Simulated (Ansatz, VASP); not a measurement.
**Two plane-wave programs on MnO2**

File INCAR:

```
PREC = Accurate
ENCUT = 520
EDIFF = 1E-6
ISMEAR = 0
SIGMA = 0.1
LREAL = False
LASPH = True
NELM = 150
ALGO = Normal
ISIF = 2
LWAVE = False
LCHARG = False
ISPIN = 2
MAGMOM = 4 0 0
LORBIT = 11
LMAXMIX = 4
GGA = PS
NBANDS = 24
```

Contents of KPOINTS:

```
regular mesh
0
Gamma
  6 6 6
```

The input POSCAR:

```
MnO2
1.0
    1.4284348394      0.8247072390      4.5839315268
   -1.4284348394      0.8247072390      4.5839315268
    0.0000000000     -1.6494144781      4.5839315268
Mn O
1 2
Direct
    0.0000000000      0.0000000000      0.0000000000
    0.2643644900      0.2643644900      0.2643644900
    0.7356355100      0.7356355100      0.7356355100
```

Input for Ansatz:

```yaml
crystal:
  lattice:
    - [1.4284348394, 0.824707239, 4.5839315268]
    - [-1.4284348394, 0.824707239, 4.5839315268]
    - [0.0, -1.6494144781, 4.5839315268]
  atoms:
    - { symbol: Mn, position: [0.0, 0.0, 0.0], spin: 4.0 }
    - { symbol: O, position: [0.26436449, 0.26436449, 0.26436449] }
    - { symbol: O, position: [0.73563551, 0.73563551, 0.73563551] }
basis:
  ecutwfc: 420
  ecutrho_ratio: 8
kpoints:
  mp_grid: { grid: [6, 6, 6] }
hamiltonian:
  xc: pbesol
scf:
  occupations: { method: gaussian, width: 0.1 }
  lower_state_search: "off"
output:
  forces: true
  stress: true
  eigenvalues: true
  populations: true
magnetization:
  spin_polarized: true
```

Alike in both runs: task single point; functional PBEsol; k mesh 6 × 6 × 6; occupations gaussian, width 0.1 eV; collinear spin.

|  | VASP | Ansatz |
| --- | --- | --- |
| version | VASP 6.6.1 | Ansatz 0.2.0 |
| potentials or method | VASP PAW PBE potentials, release 64 (Mn_pv, O), cutoff 520 eV | scalar-relativistic, plane waves, PAW |
| valence electrons in the cell | 25 | 27 |

|  | VASP | Ansatz | Ansatz less VASP |
| --- | --- | --- | --- |
| gap on the k mesh at the Fermi level (eV) | 0.75 | 0.78 | +0.033 |
| least direct gap on the mesh (eV) | 0.80 | 0.83 | +0.036 |
| pressure (GPa) | -1.1 | -2.0 | -0.88 |
| traceless stress, the component that is largest in VASP (GPa) | 0.98 | 1.39 | +0.415 |
| rms of the force components (eV/Å) | 0.039 | 0.078 | +0.0386 |
| net moment per atom (μB) | 1.00 | 1.00 | 0.000 |
| size of the moment on the site where the two differ most (μB) | 2.84 | 2.49 | -0.348 |

VASP's potentials were made for PBE, not for PBEsol. Site moments also hang on the region over which each program counts them. Atom by atom the forces differ by 0.039 eV/Å (rms over components). The functional is the same, so the differences come from potentials, cutoffs and numerics. VASP's potentials hold 25 valence electrons a cell and Ansatz's 27, so a difference there can come from the potentials and not from the codes.

The k mesh is coarse, so the values compare programs but aren't converged.
